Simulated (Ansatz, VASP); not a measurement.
## Two plane-wave programs on TiO2

Contents of POSCAR:

```
TiO2
1.0
   -3.7779444200      0.0000000000      0.0000000000
    0.0000000000     -3.7779444200      0.0000000000
    0.0000000000      0.0000000000     10.5827978520
Ti O
4 8
Direct
    0.0000000000      0.0000000000      0.7923186512
    0.5000000000      0.5000000000      0.3395651362
    0.5000000000      0.0000000000      0.5659418937
    0.0000000000      0.5000000000      0.1131883787
    0.5000000000      0.5000000000      0.5272808553
    1.0000000000      1.0000000000      0.0745273403
    0.5000000000      0.0000000000      0.7536576128
    0.0000000000      0.5000000000      0.3009040978
    0.5000000000      0.0000000000      0.3782261747
    0.0000000000      0.5000000000      0.8309796897
    0.0000000000      0.0000000000      0.6046029322
    0.5000000000      0.5000000000      0.1518494172
```

The input INCAR.step1:

```
SYSTEM = TiO2
  PREC = Accurate
  ENCUT = 520
  ISMEAR = 0
  SIGMA = 0.05
  LREAL = .FALSE.
  LASPH = .TRUE.
  NELM = 80
  NBANDS = 60
  GGA = PE
  ALGO = Normal
  EDIFF = 1E-4
  LWAVE = .TRUE.
  LCHARG = .FALSE.
```

INCAR.step2

```
SYSTEM = TiO2
  PREC = Accurate
  ENCUT = 520
  EDIFF = 1E-6
  ISMEAR = 0
  SIGMA = 0.05
  LREAL = .FALSE.
  LASPH = .TRUE.
  NELM = 80
  ALGO = Normal
  ISIF = 2
  LWAVE = .FALSE.
  LCHARG = .FALSE.
  METAGGA = R2SCAN
  LMIXTAU = .TRUE.
  NBANDS = 60
  ISTART = 1
```

KPOINTS

```
regular mesh
0
G
  6 6 3
  0 0 0
```

Input for Ansatz:

```yaml
crystal:
  lattice:
    - [-3.77794442, 0.0, 0.0]
    - [0.0, -3.77794442, 0.0]
    - [0.0, 0.0, 10.582797852]
  atoms:
    - { symbol: Ti, position: [0.0, 0.0, 0.7923186512] }
    - { symbol: Ti, position: [0.5, 0.5, 0.3395651362] }
    - { symbol: Ti, position: [0.5, 0.0, 0.5659418937] }
    - { symbol: Ti, position: [0.0, 0.5, 0.1131883787] }
    - { symbol: O, position: [0.5, 0.5, 0.5272808553] }
    - { symbol: O, position: [1.0, 1.0, 0.0745273403] }
    - { symbol: O, position: [0.5, 0.0, 0.7536576128] }
    - { symbol: O, position: [0.0, 0.5, 0.3009040978] }
    - { symbol: O, position: [0.5, 0.0, 0.3782261747] }
    - { symbol: O, position: [0.0, 0.5, 0.8309796897] }
    - { symbol: O, position: [0.0, 0.0, 0.6046029322] }
    - { symbol: O, position: [0.5, 0.5, 0.1518494172] }
basis:
  ecutwfc: 500
kpoints:
  mp_grid: { grid: [6, 6, 3] }
hamiltonian:
  xc: r2scan
scf:
  occupations: { method: gaussian, width: 0.05 }
output:
  forces: true
  stress: true
  eigenvalues: true
```

Alike in both runs: task single point; functional r2SCAN; k mesh 6 × 6 × 3; occupations gaussian, width 0.05 eV; no spin polarisation.

|  | VASP | Ansatz |
| --- | --- | --- |
| version | VASP 6.6.1 | Ansatz 0.2.0 |
| potentials or method | VASP PAW PBE potentials, release 64 (Ti_sv, O), cutoff 520 eV | scalar-relativistic, plane waves, PAW |
| valence electrons in the cell | 96 | 96 |

|  | VASP | Ansatz | Ansatz less VASP |
| --- | --- | --- | --- |
| gap on the k mesh at the Fermi level (eV) | 2.07 | 2.05 | -0.018 |
| least direct gap on the mesh (eV) | 2.44 | 2.42 | -0.021 |
| pressure (GPa) | -5.8 | -6.8 | -1.03 |
| traceless stress, the component that is largest in VASP (GPa) | 7.44 | 7.32 | -0.126 |
| rms of the force components (eV/Å) | 0.268 | 0.279 | +0.0109 |

VASP's potentials were made for PBE, not for r2SCAN. Atom by atom the forces differ by 0.029 eV/Å (rms over components).
